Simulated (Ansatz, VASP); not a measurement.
# W5F: VASP beside Ansatz

INCAR

```
SYSTEM = W5F
PREC     = Accurate       ! precision mode
ENCUT    = 520            ! plane-wave cutoff, eV
EDIFF    = 1E-6           ! SCF threshold, eV
ISMEAR   = 0              ! smearing method
SIGMA    = 0.1            ! smearing width, eV
LREAL    = .FALSE.        ! projectors in reciprocal space
LASPH    = .TRUE.         ! aspherical terms in the spheres
NELM     = 60             ! most SCF steps
ALGO     = Normal         ! electronic algorithm
ISIF     = 2              ! what is computed and relaxed
LWAVE    = .FALSE.        ! write WAVECAR
LCHARG   = .TRUE.         ! write CHGCAR
LDIPOL   = .TRUE.       
IDIPOL   = 3            
DIPOL    = 0.5 0.5 0.496
GGA      = PS             ! functional
LELF     = .TRUE.         ! ELF
LVHAR    = .TRUE.       
LVACPOTAV= .TRUE.       
NBANDS   = 48             ! bands
```

KPOINTS

```
regular mesh
0
G
  9 9 1
  0 0 0
```

Contents of POSCAR:

```
W5F
1.0
    3.1543602768      0.0000000000      0.0000000000
    0.0000000000      3.1543602768      0.0000000000
    0.0000000000      0.0000000000     25.3087205537
W F
5 1
Direct
    0.5000000000      0.5000000000      0.3358526158
    0.0000000000      0.0000000000      0.3981702717
    0.5000000000      0.5000000000      0.4591284181
    0.0000000000      0.0000000000      0.5233039978
    0.5000000000      0.5000000000      0.5784891153
    0.5000000000      0.5000000000      0.6793201438
```

Input for Ansatz:

```yaml
crystal:
  lattice:
    - [3.1543602768, 0.0, 0.0]
    - [0.0, 3.1543602768, 0.0]
    - [0.0, 0.0, 25.3087205537]
  atoms:
    - { symbol: W, position: [0.5, 0.5, 0.3358526158] }
    - { symbol: W, position: [0.0, 0.0, 0.3981702717] }
    - { symbol: W, position: [0.5, 0.5, 0.4591284181] }
    - { symbol: W, position: [0.0, 0.0, 0.5233039978] }
    - { symbol: W, position: [0.5, 0.5, 0.5784891153] }
    - { symbol: F, position: [0.5, 0.5, 0.6793201438] }
basis:
  ecutwfc: 420
kpoints:
  mp_grid: { grid: [9, 9, 1] }
hamiltonian:
  xc: pbesol
scf:
  occupations: { method: gaussian, width: 0.1 }
output:
  forces: true
  stress: true
  eigenvalues: true
efield:
  axis: 3
  dipole_correction: true
  ramp_width: 0.04
```

Alike in both runs: task single point; functional PBEsol; k mesh 9 × 9 × 1; occupations gaussian, width 0.1 eV; no spin polarisation.

|  | VASP | Ansatz |
| --- | --- | --- |
| version | VASP 6.6.1 | Ansatz 0.2.0 |
| potentials or method | VASP PAW PBE potentials, release 64 (W_sv, F), cutoff 520 eV | scalar-relativistic, plane waves, PAW |
| valence electrons in the cell | 77 | 77 |

Ansatz gave:

- gap on the k mesh at the Fermi level (eV): none
- rms of the force components (eV/Å): 1.639
- work function, face that differs most (eV): 10.45

**Question.** Estimate VASP's values.

**Answer.** gap on the k mesh at the Fermi level (eV): none; rms of the force components (eV/Å): 1.640; work function, face that differs most (eV): 10.46.

VASP's potentials were made for PBE, not for PBEsol. Atom by atom the forces differ by 0.013 eV/Å (rms over components). A gap of «none» marks a metal or a gap that the smearing closes.

Neither program's run includes spin-orbit coupling.
